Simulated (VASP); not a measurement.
# H10CO6 in VASP: further runs

Runs on H10CO6. Level: LDA. Tasks: single point.

Everything below comes from runs of VASP 6.6.1. Logs are shortened: lines on timing, memory, paths and dates and some standing lists are left out, and cuts for length are marked.

**1. The cell of the first run**

The cell holds an amorphous packing of atoms, 17 atoms: a = 5.908 Å, b = 6.248 Å, c = 5.937 Å, α = 90.00°, β = 90.00°, γ = 90.00°.

**2. Single point, LDA**

Contents of INCAR:

```
SYSTEM = H10CO6
PREC = Accurate
ENCUT = 520
EDIFF = 1E-6
ISMEAR = -1
SIGMA = 0.02
LREAL = Auto
LASPH = .True.
NELM = 100
ALGO = Normal
ISIF = 2
LWAVE = .False.
LCHARG = .False.
GGA = CA
NBANDS = 39
```

Contents of KPOINTS:

```
Automatic mesh
0
Gamma
  1 1 1
  0 0 0
```

Contents of POSCAR:

```
H10CO6
1.0
    5.9075430000      0.0000000000      0.0000000000
    0.0000000000      6.2483320000      0.0000000000
    0.0000000000      0.0000000000      5.9373510000
O H C
6 10 1
Direct
    0.3546144311      0.0693305029      1.1113878900
    0.7751953731      0.4458309834      0.4793720297
    0.7345524188      0.2894372450      0.9505585909
    0.2988552093      0.3003361537      0.4547987815
    0.1683102434      0.7146867356      0.8693944488
    0.3945464299      0.8688878888      0.6100363613
    0.5029840663      0.1342438270      1.0663172853
    0.2366973884      0.1171512653      1.0197476956
    0.7724869713      0.6017605979      0.4797425653
    0.6131821639      0.4228168414      0.4211979383
    0.7764649364      0.3259269834      0.7835649265
    0.7967102398      0.3808856508      1.0785449605
    0.3305435102      0.2086156754      0.3098183011
    0.3291723818      0.1773753379      0.5577403121
    0.2538449572      0.8235477884      0.9600409341
    0.1765877963      0.6113631606      0.5638709923
    0.2512042655      0.7412218173      0.6764127639
```

Potentials or basis: VASP PAW LDA potentials, release 64 (O, H, C).

Run with:

```
> cat potpaw_LDA.64/O/POTCAR potpaw_LDA.64/H/POTCAR potpaw_LDA.64/C/POTCAR > POTCAR
> mpirun -np 1 vasp_gam > vasp.out
```

OUTCAR:

```text
SYSTEM = H10CO6
   PREC = Accurate
   ENCUT = 520
   EDIFF = 1E-6
   ISMEAR = -1
   LREAL = Auto
   LASPH = .True.
   NELM = 100
   ISIF = 2
   GGA = CA

 ion  position               nearest neighbor table
   1  0.355  0.069  0.111-   8 0.93   7 1.00
   2  0.775  0.446  0.479-   9 0.97  10 1.03
   3  0.735  0.289  0.951-  12 1.02  11 1.05
   4  0.299  0.300  0.455-  14 1.00  13 1.05
   5  0.168  0.715  0.869-  15 1.00  17 1.26
   6  0.395  0.869  0.610-  17 1.23
   7  0.503  0.134  0.066-   1 1.00
   8  0.237  0.117  0.020-   1 0.93
   9  0.772  0.602  0.480-   2 0.97
  10  0.613  0.423  0.421-   2 1.03
  11  0.776  0.326  0.784-   3 1.05
  12  0.797  0.381  0.079-   3 1.02
  13  0.331  0.209  0.310-   4 1.05
  14  0.329  0.177  0.558-   4 1.00
  15  0.254  0.824  0.960-   5 1.00
  16  0.177  0.611  0.564-  17 1.14
  17  0.251  0.741  0.676-  16 1.14   6 1.23   5 1.26

  LATTYP: Found a simple orthorhombic cell.
 ALAT       =     5.9075430000
 B/A-ratio  =     1.0050457525
 C/A-ratio  =     1.0576870960

  Lattice vectors:

 A1 = (  -5.9075430000,   0.0000000000,   0.0000000000)
 A2 = (   0.0000000000,   0.0000000000,   5.9373510000)
 A3 = (   0.0000000000,   6.2483320000,   0.0000000000)

Analysis of symmetry for initial positions (statically):
=====================================================================
 Subroutine PRICEL returns:
 Original cell was already a primitive cell.

 Routine SETGRP: Setting up the symmetry group for a
 simple orthorhombic supercell.

 Subroutine GETGRP returns: Found  1 space group operations
 (whereof  1 operations were pure point group operations)
 out of a pool of  8 trial point group operations.

The static configuration has the point symmetry C_1 .

Analysis of symmetry for dynamics (positions and initial velocities):
=====================================================================
 Subroutine PRICEL returns:
 Original cell was already a primitive cell.

 Routine SETGRP: Setting up the symmetry group for a
 simple orthorhombic supercell.

 Subroutine GETGRP returns: Found  1 space group operations
 (whereof  1 operations were pure point group operations)
 out of a pool of  8 trial point group operations.

The dynamic configuration has the point symmetry C_1 .

 Subroutine INISYM returns: Found  1 space group operations
 (whereof  1 operations are pure point group operations),
 and found     1 'primitive' translations

----------------------------------------------------------------------------------------

                                     Primitive cell

  volume of cell :     219.1612

  direct lattice vectors                    reciprocal lattice vectors
     5.907543000  0.000000000  0.000000000     0.169275111  0.000000000  0.000000000
     0.000000000  6.248332000  0.000000000     0.000000000  0.160042712  0.000000000
     0.000000000  0.000000000  5.937351000     0.000000000  0.000000000  0.168425279

  length of vectors
     5.907543000  6.248332000  5.937351000     0.169275111  0.160042712  0.168425279

  position of ions in fractional coordinates (direct lattice)
     0.354614431  0.069330503  0.111387890
     0.775195373  0.445830983  0.479372030
     0.734552419  0.289437245  0.950558591
     0.298855209  0.300336154  0.454798782
     0.168310243  0.714686736  0.869394449
     0.394546430  0.868887889  0.610036361
[... 9 lines left out ...]
     0.176587796  0.611363161  0.563870992
     0.251204266  0.741221817  0.676412764

  ion indices of the primitive-cell ions
   primitive index   ion index
                 1           1
                 2           2
                 3           3
                 4           4
                 5           5
                 6           6
[... 9 lines left out ...]
                16          16
                17          17

----------------------------------------------------------------------------------------

 KPOINTS: Automatic mesh

Automatic generation of k-mesh.
 Grid dimensions read from file:
 generate k-points for:    1    1    1

 Generating k-lattice:

[... 41 lines left out ...]
   TEBEG  =    0.0;   TEEND  =   0.0 temperature during run
   PSTRESS=    0.0 pullay stress
   NELECT =      50.0000    total number of electrons
   NUPDOWN=      -1.0000    fix difference up-down
   EMIN   =  10.00;   EMAX   =-10.00  energy-range for DOS
   EFERMI =   0.00;   METHOD = LEGACY
   ISMEAR =    -1;   SIGMA  =   0.02  broadening in eV -4-tet -1-fermi 0-gaus
   EFERMI_NEDOS =   21; number of points for ismear=-14 and -15
   IALGO  =     38    algorithm
   IMIX   =      4    mixing-type and parameters
     AMIX     =   0.40;   BMIX     =  1.00
     AMIX_MAG =   1.60;   BMIX_MAG =  1.00
  volume/ion in A,a.u.               =      12.89        87.00
  Fermi-wavevector in a.u.,A,eV,Ry     =   1.000331  1.890351 13.614826  1.000661
  Thomas-Fermi vector in A             =   2.132680
   LORBIT       =      0    0 simple, 1 ext, 2 COOP (PROOUT), +10 PAW based schemes
   GGA     = CA    functional components
   LHFCALC =     F    Hartree Fock is set to
   AEXX    =    0.0000 exact exchange contribution
   IVDW    =     0    specifies the selected vdW correction
   LEPSILON=     F    determine dielectric tensor
   LRPA    =     F    only Hartree local field effects (RPA)
 non-spin polarized calculation
  energy-cutoff  :      520.00
  volume of cell :      219.16
 maximum number of plane-waves:      2933
 NGX is ok and might be reduce to    42
   NGX = 21   NGY = 23   NGZ = 23

 number of electron      50.0000003 magnetization

 Free energy of the ion-electron system (eV)
  ---------------------------------------------------
  ext. energy  EPLUGINS =         0.00000000
  ---------------------------------------------------
  free energy    TOTEN  =       -93.05380002 eV

  energy without entropy =      -93.05380002  energy(sigma->0) =      -93.05380002

 E-fermi :  -3.2626     XC(G=0):  -6.6110

 val. band max:       -3.7679108071   @ k =   0.0000   0.0000   0.0000
 cond. band min:       0.4364065171   @ k =   0.0000   0.0000   0.0000
 fundamental gap:      4.2043173242
 Fermi energy:        -3.2626219122

 k-point     1 :       0.0000    0.0000    0.0000
  band No.  band energies     occupation
      1     -26.0270      2.00000
      2     -23.6000      2.00000
      3     -22.9168      2.00000
      4     -22.2698      2.00000
      5     -21.5375      2.00000
      6     -20.9965      2.00000
[... 29 lines left out ...]
     36       6.4864      0.00000
     37       6.7515      0.00000
 [bands above 37 left out]

------------------------ aborting loop because EDIFF is reached ----------------------------------------

  FORCE on cell =-STRESS in cart. coord.  units (eV):
  Direction    XX          YY          ZZ          XY          YZ          ZX
  --------------------------------------------------------------------------------------
  -------------------------------------------------------------------------------------
  Total       -2.8600441     -1.8389976      0.6468509     -1.8483303      0.6367656     -0.0729329
  in kB      -20.9083422    -13.4439857      4.7288010    -13.5122119      4.6550727     -0.5331759
  external PRESSURE =      -9.8745090 kB  Pullay stress =       0.0000000 kB

 VOLUME and BASIS-vectors are now :
 -----------------------------------------------------------------------------
  energy-cutoff  :      520.00
  volume of cell :      219.16
      direct lattice vectors                 reciprocal lattice vectors
     5.907543000  0.000000000  0.000000000     0.169275111  0.000000000  0.000000000
     0.000000000  6.248332000  0.000000000     0.000000000  0.160042712  0.000000000
     0.000000000  0.000000000  5.937351000     0.000000000  0.000000000  0.168425279

 POSITION                                       TOTAL-FORCE (eV/Angst)
 -----------------------------------------------------------------------------------
      2.09490      0.43320      0.66135         1.859723     -1.549375      1.263866
      4.57950      2.78570      2.84620        -1.660207      0.213695     -0.740838
      4.33940      1.80850      5.64380         0.304409      0.144701     -0.106157
      1.76550      1.87660      2.70030         1.030213     -1.127878     -0.565405
      0.99430      4.46560      5.16190        -0.401004      0.728071      2.987305
      2.33080      5.42910      3.62200        -0.492483      0.033062      0.831389
[... 9 lines left out ...]
      1.04320      3.82000      3.34790         0.421085      0.324110     -0.212720
      1.48400      4.63140      4.01610         0.699367     -1.309633     -4.570808
 -----------------------------------------------------------------------------------
    total drift:                               -0.012236      0.005944      0.001045

  FREE ENERGIE OF THE ION-ELECTRON SYSTEM (eV)
  ---------------------------------------------------
  free  energy   TOTEN  =       -93.0538000152 eV

  energy  without entropy=      -93.0538000151  energy(sigma->0) =      -93.05380002
```

It took 10 s on 1 thread of Intel Xeon 6975P-C (Granite Rapids), shared host; peak memory 0.24 GiB.

Results:

```
Free energy            : -93.0538 eV
Pressure               : -1.0 GPa
Largest force          : 4.806 eV/Å
Band gap on the k mesh : 4.20 eV
```

Forces on the atoms (eV/Å):
```
O    1.860 -1.549  1.264
O   -1.660  0.214 -0.741
O    0.304  0.145 -0.106
O    1.030 -1.128 -0.565
O   -0.401  0.728  2.987
O   -0.492  0.033  0.831
H    0.185  0.166 -0.969
H   -1.672  1.310 -1.629
H    0.373  0.311  0.303
H    0.688 -0.450  0.952
H   -0.354  0.283  2.091
H   -0.222 -0.650 -1.845
H   -0.727  0.869  0.848
H   -0.065  0.481  0.181
H    0.033  0.225  1.182
H    0.421  0.324 -0.213
C    0.699 -1.310 -4.571
```

Levels at points of the mesh, in eV from the valence-band top:
| k point | band 22 | band 23 | band 24 | band 25 | band 26 | band 27 | band 28 | band 29 |
| --- | --- | --- | --- | --- | --- | --- | --- | --- |
| (0.00, 0.00, 0.00) | -1.12 | -0.79 | -0.31 | 0.00 | 4.20 | 5.00 | 7.08 | 7.84 |

Caveat: the k points lie up to 1.06 Å⁻¹ apart.

**3. Single point, LDA**

This run uses another cell than the first one, of 12.39 Å³/atom, 0.961 times its volume.

Contents of INCAR:

```
SYSTEM = H10CO6
  PREC = Accurate
  ENCUT = 520
  EDIFF = 1E-6
  ISMEAR = -1
  SIGMA = 0.02
  LREAL = Auto
  LASPH = .TRUE.
  NELM = 60
  ALGO = Normal
  ISIF = 2
  LWAVE = .FALSE.
  LCHARG = .TRUE.
  GGA = CA
  LELF = .TRUE.
  LVHAR = .TRUE.
  NBANDS = 39
```

Contents of KPOINTS:

```
regular mesh
0
G
  1 1 1
  0 0 0
```

Contents of POSCAR:

```
H10CO6
1.0
    5.5705090000      0.0000000000      0.0000000000
    0.0000000000      6.5180400000      0.0000000000
    0.0000000000      0.0000000000      5.8026950000
O H C
6 10 1
Direct
    0.2882321885      0.0648354413      1.1441752496
    0.7636824570      0.3917128462      0.4679894428
    0.6853054182      0.2685930126      0.9958648525
    0.2861138901      0.2932476634      0.5480901547
    0.1539356637      0.7449018417      0.8764375863
    0.4197462027      0.8932286393      0.6278806658
    0.4351846483      0.0967622169      1.0511839757
    0.1793552438      0.1121809624      1.0396376167
    0.8962197171      0.4896103737      0.5122102747
    0.6264059532      0.4851611834      0.4461892276
    0.7554067321      0.3131923093      0.8555507398
    0.7634311335      0.3000135010      1.1554286413
    0.3721742483      0.2638983498      0.7016222634
    0.2973157390      0.1920515983      0.4311961942
    0.2179334061      0.8495805488      1.0037405033
    0.2981415163      0.5846849666      0.6012034063
    0.2959693629      0.7481850372      0.6979687886
```

Potentials or basis: VASP PAW LDA potentials, release 64 (O, H, C).

Run with:

```
> cat potpaw_LDA.64/O/POTCAR potpaw_LDA.64/H/POTCAR potpaw_LDA.64/C/POTCAR > POTCAR
> mpirun -np 1 vasp_gam > vasp.out
```

It took 15 s on 1 thread of Intel Xeon 6975P-C (Granite Rapids), shared host; peak memory 0.22 GiB.

Results (log left out):

```
Free energy            : -92.9165 eV
Pressure               : -1.9 GPa
Largest force          : 4.642 eV/Å
Band gap on the k mesh : 4.34 eV
```

Forces in eV/Å, atoms in the order of the input:
```
O    2.697 -1.896  1.622
O    0.937  1.747  0.061
O   -0.907 -1.013  2.926
O    0.167  2.253  3.575
O    0.489  0.460  1.440
O   -0.838 -1.255  0.981
H    0.948  0.257  0.572
H   -3.592  1.732 -2.377
H   -0.562 -1.086 -0.447
H   -0.091 -0.431  0.102
H    1.113  0.571 -0.939
H   -0.583  0.122 -1.898
H   -0.746 -0.325 -2.420
H    0.501 -1.881 -1.052
H   -0.595 -0.282 -0.775
H   -0.272  1.296  0.594
C    1.332 -0.270 -1.965
```

Stress tensor (GPa, compression positive):
```
 0.21 -2.07 -1.09
-2.07 -1.74 -1.49
-1.09 -1.49 -4.29
```

Levels at points of the mesh, in eV from the valence-band top:
```
           k point  band 23  band 24  band 25  band 26  band 27  band 28
(0.00, 0.00, 0.00)    -0.97    -0.35     0.00     4.34     4.94     6.99
```

Caveat: the k points lie up to 1.13 Å⁻¹ apart.

**4. Single point, LDA**

This run uses another cell than the first one, of 13.76 Å³/atom, 1.067 times its volume.

Contents of INCAR:

```
SYSTEM = H10CO6
ALGO     = Normal         ! electronic algorithm
EDIFF    = 1E-6           ! SCF threshold, eV
ENCUT    = 520            ! plane-wave cutoff, eV
GGA      = CA             ! functional
ISIF     = 2              ! what is computed and relaxed
ISMEAR   = -1             ! smearing method
LASPH    = .TRUE.         ! aspherical terms in the spheres
LCHARG   = .FALSE.        ! write CHGCAR
LREAL    = Auto         
LWAVE    = .FALSE.        ! write WAVECAR
NBANDS   = 39             ! bands
NELM     = 60             ! most SCF steps
PREC     = Accurate       ! precision mode
SIGMA    = 0.02           ! smearing width, eV
```

Contents of KPOINTS:

```
k-points
0
G
  1 1 1
  0 0 0
```

Contents of POSCAR:

```
H10CO6
1.0
    5.8071590000      0.0000000000      0.0000000000
    0.0000000000      6.9140290000      0.0000000000
    0.0000000000      0.0000000000      5.8249010000
O H C
6 10 1
Direct
    0.2353990996      0.0359269537      1.1268174343
    0.7460618867      0.3857808522      0.5223436415
    0.7039414626      0.2386018340      1.0505586275
    0.3074653200      0.2571293814      0.6238904318
    0.1593378105      0.7099044566      0.8520316483
    0.4155560404      0.8890330081      0.6889215800
    0.3829755652      0.0660685687      1.0648077967
    0.1460438745      0.1440549353      1.0399146698
    0.8580271351      0.4669202284      0.6204912324
    0.6078876091      0.3590381238      0.6204912324
    0.6193389918      0.2502303650      0.9008221771
    0.6356808897      0.3252806721      1.1721400930
    0.3093250934      0.1422904069      0.7165615347
    0.2590595505      0.2321511813      0.4656559828
    0.1976525871      0.8276939538      0.9497328796
    0.3636029253      0.6238620058      0.5660868743
    0.3177285141      0.7388890038      0.6994110286
```

Run with:

```
> cat potpaw_LDA.64/O/POTCAR potpaw_LDA.64/H/POTCAR potpaw_LDA.64/C/POTCAR > POTCAR
> mpirun -np 1 vasp_gam > vasp.out
```

It took 14 s on 1 thread of Intel Xeon 6975P-C (Granite Rapids), shared host; peak memory 0.25 GiB.

It converged, with:

* Free energy: -92.7310 eV
* Pressure: -0.7 GPa
* Largest force: 3.720 eV/Å
* Band gap on the k mesh: 4.51 eV

Forces on the atoms (eV/Å):
```
O   -2.461  1.527 -1.041
O    0.880  1.469  1.450
O   -1.098  0.164 -0.310
O    0.294  2.165  0.021
O   -0.191 -0.724  0.642
O    2.149  3.014 -0.376
H    2.329 -0.034 -0.094
H    0.106 -1.611  1.280
H   -1.411 -1.223 -1.182
H    0.238  0.120 -0.772
H    0.588  0.171  1.181
H    0.651 -0.592 -0.812
H   -0.005 -1.659 -0.236
H    0.000 -0.677  0.217
H   -1.100  0.308  0.924
H   -0.618 -0.072  0.841
C   -0.351 -2.347 -1.735
```

Stress tensor (GPa, compression positive):
```
-0.22  1.66 -2.52
 1.66  0.69 -1.74
-2.52 -1.74 -2.53
```

Levels at points of the mesh, in eV from the valence-band top:
```
           k point  band 21  band 22  band 23  band 24  band 25  band 26  band 27  band 28  band 29  band 30
(0.00, 0.00, 0.00)    -1.25    -0.68    -0.52    -0.22     0.00     4.51     5.32     7.30     7.79     7.95
```

Caveat: the k points lie up to 1.08 Å⁻¹ apart.

**5. Single point, LDA**

This run uses another cell than the first one, of 13.76 Å³/atom, 1.067 times its volume.

Edit INCAR of step 4 so:

```diff
@@ -3,4 +3,5 @@
 EDIFF    = 1E-6           ! SCF threshold, eV
-ENCUT    = 520            ! plane-wave cutoff, eV
+ENCUT    = 910            ! plane-wave cutoff, eV
 GGA      = CA             ! functional
+GGA_COMPAT= .FALSE.      
 ISIF     = 2              ! what is computed and relaxed
@@ -12,3 +13,3 @@
 NBANDS   = 39             ! bands
-NELM     = 60             ! most SCF steps
+NELM     = 120            ! most SCF steps
 PREC     = Accurate       ! precision mode
```

KPOINTS is that of step 4.

POSCAR is that of step 4.

Potentials or basis: VASP PAW LDA potentials, release 64 (O_h, H_h, C_h).

Run with:

```
> cat potpaw_LDA.64/O_h/POTCAR potpaw_LDA.64/H_h/POTCAR potpaw_LDA.64/C_h/POTCAR > POTCAR
> mpirun -np 1 vasp_gam > vasp.out
```

Run time: 41 s. Hardware: 1 thread of AMD EPYC 7R13 (Zen 3), shared host; peak memory 0.36 GiB.

Results (log left out):

```yaml
Free_energy: -93.1456 eV
Pressure: -1.2 GPa
Largest_force: 3.177 eV/Å
Band_gap_on_the_k_mesh: 4.52 eV
```

Forces on the atoms (eV/Å):
```
O   -2.383  1.602 -1.107
O    0.867  1.477  1.510
O   -1.126  0.189 -0.319
O    0.272  2.112  0.018
O   -0.049 -0.655  0.547
O    1.900  2.521 -0.357
H    2.167 -0.047 -0.055
H    0.183 -1.669  1.307
H   -1.482 -1.267 -1.206
H    0.333  0.154 -0.804
H    0.615  0.183  1.275
H    0.654 -0.633 -0.896
H   -0.023 -1.578 -0.320
H    0.025 -0.693  0.310
H   -1.086  0.239  0.834
H   -0.618 -0.075  0.838
C   -0.251 -1.861 -1.573
```

Stress tensor (GPa, compression positive):
```
-0.69  1.44 -2.42
 1.44  0.13 -1.70
-2.42 -1.70 -2.99
```

Levels at points of the mesh, in eV from the valence-band top:
| k point | band 22 | band 23 | band 24 | band 25 | band 26 | band 27 | band 28 | band 29 |
| --- | --- | --- | --- | --- | --- | --- | --- | --- |
| (0.00, 0.00, 0.00) | -0.69 | -0.53 | -0.22 | 0.00 | 4.52 | 5.34 | 7.31 | 7.80 |

Caveat: the k points lie up to 1.08 Å⁻¹ apart; the cutoff is under 1.25 times the usual one of these potentials, so pressure, stress and relaxed cells hold a basis-set (Pulay) error.

**6. The runs side by side**

| potentials or basis | cell | cutoff (eV) | second run | gap on the mesh (eV) | pressure (GPa) | largest force (eV/Å) |
| --- | --- | --- | --- | --- | --- | --- |
| VASP PAW LDA potentials, release 64 (O, H, C) | a = 5.908, b = 6.248, c = 5.937 Å, 17 atoms | 520 | - | 4.20 | -1.0 | 4.81 |
| VASP PAW LDA potentials, release 64 (O, H, C) | a = 5.571, b = 6.518, c = 5.803 Å, 17 atoms | 520 | - | 4.34 | -1.9 | 4.64 |
| VASP PAW LDA potentials, release 64 (O, H, C) | a = 5.807, b = 6.914, c = 5.825 Å, 17 atoms | 520 | - | 4.51 | -0.7 | 3.72 |
| VASP PAW LDA potentials, release 64 (O_h, H_h, C_h) | a = 5.807, b = 6.914, c = 5.825 Å, 17 atoms | 910 | hard_potentials | 4.52 | -1.2 | 3.18 |

Alike in all rows: task single point; level LDA; no spin polarisation; k mesh 1 × 1 × 1; smearing fermi-dirac 0.02 eV.

Caveats: all runs use coarse meshes; the cutoff is under 1.25 times the usual one of these potentials, so pressure, stress and relaxed cells hold a basis-set (Pulay) error (some runs).

Absolute energies hang on the potentials; compare differences alone.
